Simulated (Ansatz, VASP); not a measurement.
CuSn4 in VASP and in Ansatz

File INCAR:

```
PREC = Accurate ; ENCUT = 600
EDIFF = 1E-7 ; ISMEAR = 0
SIGMA = 0.1 ; LREAL = F
LASPH = T ; NELM = 80
ALGO = Fast ; ISIF = 3
LWAVE = F ; LCHARG = F
GGA = PE ; IBRION = 2
NSW = 100 ; EDIFFG = -0.01
```

Contents of KPOINTS:

```
Automatic mesh
0
Gamma
  8 8 8
```

Contents of POSCAR:

```
CuSn4
1.0
   -3.2123266477      3.2123266477      3.2123266477
    3.2123266477     -3.2123266477      3.2123266477
    3.2123266477      3.2123266477     -3.2123266477
Cu Sn
1 4
Direct
    0.0000000000      0.0000000000      0.0000000000
    0.0000000000      0.0000000000      0.5000000000
    0.5000000000      0.0000000000      0.0000000000
    0.0000000000      0.5000000000      0.0000000000
    0.5000000000      0.5000000000      0.5000000000
```

Input for Ansatz:

```yaml
crystal:
  lattice:
    - [-3.2123266477, 3.2123266477, 3.2123266477]
    - [3.2123266477, -3.2123266477, 3.2123266477]
    - [3.2123266477, 3.2123266477, -3.2123266477]
  atoms:
    - { symbol: Cu, position: [0.0, 0.0, 0.0] }
    - { symbol: Sn, position: [0.0, 0.0, 0.5] }
    - { symbol: Sn, position: [0.5, 0.0, 0.0] }
    - { symbol: Sn, position: [0.0, 0.5, 0.0] }
    - { symbol: Sn, position: [0.5, 0.5, 0.5] }
basis:
  ecutwfc: 420
kpoints:
  mp_grid: { grid: [8, 8, 8] }
hamiltonian:
  xc: pbe
scf:
  occupations: { method: gaussian, width: 0.1 }
output:
  forces: true
  stress: true
  eigenvalues: true
relax:
  adjacent_minimum: "off"
  f_tol: 0.01
  max_steps: 80
  cell: { stress_tol: 0.05 }
```

Change from the starting cell: species swapped into the H4C type (I-43m, No. 217).

Alike in both runs: task relaxation of cell and atoms; functional PBE; k mesh 8 × 8 × 8; occupations gaussian, width 0.1 eV; no spin polarisation.

|  | VASP | Ansatz |
| --- | --- | --- |
| version | VASP 6.6.1 | Ansatz 0.2.0 |
| potentials or method | VASP PAW PBE potentials, release 64 (Cu, Sn_d), cutoff 600 eV | scalar-relativistic, plane waves, PAW |
| valence electrons in the cell | 67 | 75 |

Ansatz gave:

* gap on the k mesh at the Fermi level, each at its own relaxed structure (eV): none
* relaxed volume (Å³/atom): 26.30
* relaxed length of the cell vector where the two differ most in proportion (Å): 5.549

What did VASP give for the same quantities?

gap on the k mesh at the Fermi level, each at its own relaxed structure (eV): none; relaxed volume (Å³/atom): 26.31; relaxed length of the cell vector where the two differ most in proportion (Å): 5.549.

A gap of «none» marks a metal or a gap that the smearing closes. VASP's potentials hold 67 valence electrons a cell and Ansatz's 75, so a difference there can come from the potentials and not from the codes.
